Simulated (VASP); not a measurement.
GaBAs2: single point with PBE

Crystal: GaBAs2.

```
B As Ga
1.0
     3.66157    0.00000    0.00000
     0.00000    3.66157    0.00000
     0.00000    0.00000    5.35475
B As Ga
1 2 1
Cartesian
  0.0000 0.0000 0.0000
  0.0000 1.8308 1.1458
  1.8308 0.0000 4.2090
  1.8308 1.8308 2.6774
```

- Program: VASP 6.6.1
- Task: single point
- Functional: PBE
- Potentials or basis: VASP PAW PBE potentials, release 64 (B, As, Ga_d)
- Cutoff: 500 eV
- k mesh: 6 × 6 × 4
- Occupations: gaussian, width 0.01 eV
- Spin: no spin polarisation

```json
{
  "Pressure": "2.8 GPa",
  "Largest force": "0.212 eV/Å",
  "Band gap on the k mesh": "0.50 eV (least direct gap 0.69 eV)"
}
```

Forces on the atoms (eV/Å):
```
B    0.000  0.000  0.000
As   0.000  0.000 -0.212
As   0.000  0.000  0.212
Ga   0.000  0.000  0.000
```

Stress tensor (GPa, compression positive):
```
2.67 0.00 0.00
0.00 2.67 0.00
0.00 0.00 3.01
```

Levels at points of the mesh, in eV from the valence-band top:
| k point | band 9 | band 10 | band 11 | band 12 | band 13 | band 14 | band 15 | band 16 | band 17 | band 18 |
| --- | --- | --- | --- | --- | --- | --- | --- | --- | --- | --- |
| (0.00, 0.00, 0.00) | -3.89 | -3.89 | -0.55 | 0.00 | 0.00 | 0.69 | 0.73 | 2.09 | 3.01 | 3.01 |
| (0.50, 0.00, 0.00) | -6.20 | -5.01 | -4.19 | -2.79 | -0.96 | 1.75 | 3.76 | 4.53 | 4.77 | 4.92 |
| (0.50, 0.50, 0.00) | -7.39 | -4.13 | -3.76 | -3.76 | -3.26 | 0.50 | 0.94 | 0.94 | 1.57 | 8.66 |
| (0.00, 0.00, 0.50) | -4.62 | -3.45 | -3.45 | -1.40 | -1.40 | 0.81 | 1.38 | 3.49 | 4.15 | 5.59 |
| (0.50, 0.00, 0.50) | -7.92 | -2.75 | -1.93 | -1.90 | -0.80 | 0.68 | 1.29 | 3.34 | 4.24 | 4.60 |
| (0.50, 0.50, 0.50) | -6.89 | -4.90 | -4.70 | -4.53 | -4.53 | 4.40 | 4.40 | 4.50 | 4.76 | 5.11 |

Run time: 36 s on 1 thread of AMD EPYC 7R13 Processor (Zen 3) (shared host), peak memory 0.17 GiB.

Caveat: semilocal functionals underestimate gaps, and a narrow one can read as zero. A k mesh can miss the band edges.
